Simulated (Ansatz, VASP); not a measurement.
**In7CoAs8 in VASP and in Ansatz**

```xyz
16
Lattice="0.0000 6.0580 6.0580 6.0580 0.0000 6.0580 6.0580 6.0580 0.0000" Properties=species:S:1:pos:R:3 pbc="T T T"
Co    6.0580    6.0580    0.0000
In    3.0290    3.0290    0.0411
In    3.0290    0.0411    3.0290
In    6.0169    3.0290    3.0290
In    0.0411    3.0290    3.0290
In    3.0290    6.0169    3.0290
In    3.0290    3.0290    6.0169
In    6.0580    6.0580    6.0580
As    1.4209    1.4209    1.4209
As    4.6371    4.6371    1.4209
As    4.6371    1.4209    4.6371
As    7.5779    4.5381    4.5381
As    1.4209    4.6371    4.6371
As    4.5381    7.5779    4.5381
As    4.5381    4.5381    7.5779
As    7.5779    7.5779    7.5779
```

Alike in both runs: task single point; functional PBEsol; k mesh 3 × 3 × 3; occupations gaussian, width 0.05 eV; collinear spin; Hubbard terms Co d U = 6.0 eV.

|  | VASP | Ansatz |
| --- | --- | --- |
| version | VASP 6.6.1 | Ansatz 0.2.0 |
| potentials or method | VASP PAW PBE potentials, release 64 (Co, In_d, As), cutoff 520 eV | scalar-relativistic, plane waves, PAW |
| valence electrons in the cell | 140 | 228 |

```tsv
	VASP	Ansatz	Ansatz less VASP
gap on the k mesh at the Fermi level (eV)	none	none	-
pressure (GPa)	-1.0	-1.1	-0.07
rms of the force components (eV/Å)	0.077	0.084	+0.0071
net moment per atom (μB)	0.13	0.13	0.000
size of the moment on the site where the two differ most (μB)	2.58	2.48	-0.095
```

VASP's potentials were made for PBE, not for PBEsol. Site moments also hang on the region over which each program counts them. The programs project onto different local orbitals, so the same U acts differently, and such runs can settle in different states. Atom by atom the forces differ by 0.019 eV/Å (rms over components). A gap of «none» marks a metal or a gap that the smearing closes. VASP's potentials hold 140 valence electrons a cell and Ansatz's 228, so a difference there can come from the potentials and not from the codes. Ansatz's warnings: filled band counts differ across k points, specified occupation not kept.
